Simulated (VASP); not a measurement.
# ZnMo3 (Pm-3m) in VASP: notebook, part 2 of 2

VASP 6.6.1. The steps go on from the part before.

## (4) Relaxation of cell and atoms, PBE

This run uses another cell than the first one, of 15.33 Å³/atom.

INCAR

```
SYSTEM = ZnMo3
PREC = Accurate
ENCUT = 600
EDIFF = 1E-6
ISMEAR = -1
SIGMA = 0.05
LREAL = .FALSE.
LASPH = .TRUE.
NELM = 100
ALGO = Fast
ISIF = 3
LWAVE = .FALSE.
LCHARG = .FALSE.
GGA = PE
IBRION = 2
NSW = 60
EDIFFG = -0.01
```

KPOINTS

```
regular mesh
0
G
  7 7 7
  0 0 0
```

POSCAR

```
ZnMo3
1.0
    3.9431540000      0.0000000000      0.0000000000
    0.0000000000      3.9431540000      0.0000000000
    0.0000000000      0.0000000000      3.9431540000
Mo Zn
3 1
Direct
    0.5000000000      0.5000000000      0.0000000000
    0.5000000000      0.0000000000      0.5000000000
    0.0000000000      0.5000000000      0.5000000000
    0.0000000000      0.0000000000      0.0000000000
```

The run is started by

```sh
cat potpaw_PBE.64/Mo_sv/POTCAR potpaw_PBE.64/Zn/POTCAR > POTCAR
mpirun -np 1 vasp_std > vasp.out
```

It took 72 s on 1 thread of Intel Xeon Platinum 8559C (Emerald Rapids), shared host; peak memory 0.19 GiB.

Results (log left out):

```yaml
Free_energy: -33.1928 eV
Relaxed_volume: 15.27 Å³/atom
Relaxed_cell: a = 3.938 Å, b = 3.938 Å, c = 3.938 Å, α = 90.00°, β = 90.00°, γ = 90.00°
Space_group_after_relaxing_to_0.1_Å: Pm-3m (No. 221)
Energy_gained_by_relaxing: 0.2 meV/atom
Ionic_steps: 3
Pressure_after_relaxing: 0.0 GPa
Band_gap_on_the_k_mesh: zero (bands 27 and 28 overlap by 1.46 eV)
```

Step by step:
```
step  energy change (eV)  largest force (eV/Å)  pressure (GPa)  volume (Å³)
   1              0.0000                0.0000           -0.82        61.31
   2              0.0016                0.0000            1.64        60.62
   3             -0.0006                0.0000           -0.03        61.07
```

Final structure:
```xyz
4
Lattice="3.9380 0.0000 0.0000 0.0000 3.9380 0.0000 0.0000 0.0000 3.9380" Properties=species:S:1:pos:R:3 pbc="T T T"
Mo    1.9690    1.9690    0.0000
Mo    1.9690    0.0000    1.9690
Mo    0.0000    1.9690    1.9690
Zn    0.0000    0.0000    0.0000
```

Levels at points of the mesh, in eV from the Fermi level:
| k point | band 25 | band 26 | band 27 | band 28 | band 29 | band 30 |
| --- | --- | --- | --- | --- | --- | --- |
| (0.00, 0.00, 0.00) | 0.94 | 0.94 | 0.94 | 2.08 | 2.08 | 2.08 |

## (5) Relaxation of cell and atoms, PBE, target pressure 2 GPa, at which the enthalpy is minimised

This run uses another cell than the first one, of 15.33 Å³/atom.

INCAR

```
PREC = Accurate
ENCUT = 600
EDIFF = 1E-7
ISMEAR = -1
SIGMA = 0.05
LREAL = F
LASPH = T
NELM = 100
ALGO = Normal
ISIF = 3
LWAVE = F
LCHARG = F
GGA = PE
IBRION = 2
NSW = 60
EDIFFG = -0.01
PSTRESS = 20.0
```

KPOINTS

```
Automatic mesh
0
Gamma
  7 7 7
```

POSCAR is that of step 4.

The run is started by

```sh
cat potpaw_PBE.64/Mo_sv/POTCAR potpaw_PBE.64/Zn/POTCAR > POTCAR
mpirun -np 1 vasp_std > vasp.out
```

Run time: 80 s. Hardware: 1 thread of Intel Xeon Platinum 8559C (Emerald Rapids), shared host; peak memory 0.2 GiB.

It converged, with:

```
Free energy                                                : -33.1894 eV
Relaxed volume                                             : 15.13 Å³/atom
Relaxed cell                                               : a = 3.926 Å, b = 3.926 Å, c = 3.926 Å, α = 90.00°, β = 90.00°, γ = 90.00°
Space group after relaxing (to 0.1 Å)                      : Pm-3m (No. 221)
Energy change on relaxing (the run minimises the enthalpy) : +0.7 meV/atom
Ionic steps                                                : 3
Pressure after relaxing                                    : 2.0 GPa
Band gap on the k mesh                                     : zero (bands 27 and 28 overlap by 1.47 eV)
```

Step by step:
```csv
step,energy change (eV),largest force (eV/Å),pressure (GPa),volume (Å³)
1,0.0000,0.0000,-0.84,61.31
2,0.0528,0.0000,8.29,58.93
3,0.0027,0.0000,1.98,60.52
```

Final structure:
```
CELL_PARAMETERS angstrom
3.92618 0.00000 0.00000
0.00000 3.92618 0.00000
0.00000 0.00000 3.92618
ATOMIC_POSITIONS crystal
Mo 0.50000 0.50000 0.00000
Mo 0.50000 0.00000 0.50000
Mo 0.00000 0.50000 0.50000
Zn 0.00000 0.00000 0.00000
```

Levels at points of the mesh, in eV from the Fermi level:
| k point | band 23 | band 24 | band 25 | band 26 | band 27 | band 28 | band 29 | band 30 | band 31 | band 32 |
| --- | --- | --- | --- | --- | --- | --- | --- | --- | --- | --- |
| (0.00, 0.00, 0.00) | -3.09 | -3.09 | 0.95 | 0.95 | 0.95 | 2.10 | 2.10 | 2.10 | 2.69 | 2.69 |

Caveat: the cell is relaxed towards a set pressure, so the run minimises the enthalpy, not the energy.

## (6) Relaxation of cell and atoms, PBE, target pressure 5 GPa, at which the enthalpy is minimised

This run uses another cell than the first one, of 15.33 Å³/atom.

INCAR

```
PREC = Accurate
ENCUT = 600
EDIFF = 1E-6
ISMEAR = -1
SIGMA = 0.05
LREAL = F
LASPH = T
NELM = 60
ALGO = Normal
ISIF = 3
LWAVE = F
LCHARG = F
GGA = PE
IBRION = 2
NSW = 60
EDIFFG = -0.01
PSTRESS = 50.0
```

KPOINTS is that of step 5.

POSCAR is that of step 5.

Potentials or basis: VASP PAW PBE potentials, release 64 (Mo_sv, Zn).

The run is started by

```sh
cat potpaw_PBE.64/Mo_sv/POTCAR potpaw_PBE.64/Zn/POTCAR > POTCAR
mpirun -np 1 vasp_std > vasp.out
```

Wall time 64 s (1 thread of Intel Xeon Platinum 8559C (Emerald Rapids), shared host); peak memory 0.2 GiB.

It converged, with:

| Quantity | Value |
| --- | --- |
| Free energy | -33.1733 eV |
| Relaxed volume | 14.94 Å³/atom |
| Relaxed cell | a = 3.910 Å, b = 3.910 Å, c = 3.910 Å, α = 90.00°, β = 90.00°, γ = 90.00° |
| Space group after relaxing (to 0.1 Å) | Pm-3m (No. 221) |
| Energy change on relaxing (the run minimises the enthalpy) | +4.7 meV/atom |
| Ionic steps | 3 |
| Pressure after relaxing | 4.9 GPa |
| Band gap on the k mesh | zero (bands 27 and 28 overlap by 1.48 eV) |

The path:
| step | energy change (eV) | largest force (eV/Å) | pressure (GPa) | volume (Å³) |
| --- | --- | --- | --- | --- |
| 1 | 0.0000 | 0.0000 | -0.84 | 61.31 |
| 2 | 0.2644 | 0.0000 | 19.85 | 56.49 |
| 3 | 0.0188 | 0.0000 | 4.95 | 59.76 |

Final structure:
```cif
data_structure
_symmetry_space_group_name_H-M 'P 1'
_symmetry_Int_Tables_number 1
_cell_length_a 3.9097
_cell_length_b 3.9097
_cell_length_c 3.9097
_cell_angle_alpha 90.000
_cell_angle_beta 90.000
_cell_angle_gamma 90.000
_cell_volume 59.76
loop_
_atom_site_label
_atom_site_type_symbol
_atom_site_fract_x
_atom_site_fract_y
_atom_site_fract_z
_atom_site_occupancy
Mo1 Mo 0.50000 0.50000 0.00000 1
Mo2 Mo 0.50000 0.00000 0.50000 1
Mo3 Mo 0.00000 0.50000 0.50000 1
Zn1 Zn 0.00000 0.00000 0.00000 1
```

Levels at points of the mesh, in eV from the Fermi level:
```
           k point  band 23  band 24  band 25  band 26  band 27  band 28  band 29  band 30  band 31  band 32
(0.00, 0.00, 0.00)    -3.13    -3.13     0.96     0.96     0.96     2.13     2.13     2.13     2.74     2.74
```

Caveat: the cell is relaxed towards a set pressure, so the run minimises the enthalpy, not the energy.

## (7) Summary

| task | cell | cutoff (eV) | gap on the mesh (eV) | pressure (GPa) |
| --- | --- | --- | --- | --- |
| single point | a = 3.935 Å, 4 atoms | 520 | none | 0.6 |
| single point | a = 3.923 Å, 4 atoms | 520 | none | 2.6 |
| relaxation of cell and atoms | relaxed from a = 3.943 Å, 4 atoms | 600 | none | 0.0 |
| relaxation of cell and atoms | relaxed to 2 GPa from a = 3.943 Å, 4 atoms | 600 | none | 2.0 |
| relaxation of cell and atoms | relaxed to 5 GPa from a = 3.943 Å, 4 atoms | 600 | none | 4.9 |

Alike in all rows: level PBE; potentials or basis VASP PAW PBE potentials, release 64 (Mo_sv, Zn); no spin polarisation; k mesh 7 × 7 × 7; smearing fermi-dirac 0.05 eV.

Caveats: the cell is relaxed towards a set pressure, so the run minimises the enthalpy, not the energy (at least some runs).

Total energies depend on the potentials used, so only differences within one code and one set of settings carry meaning.
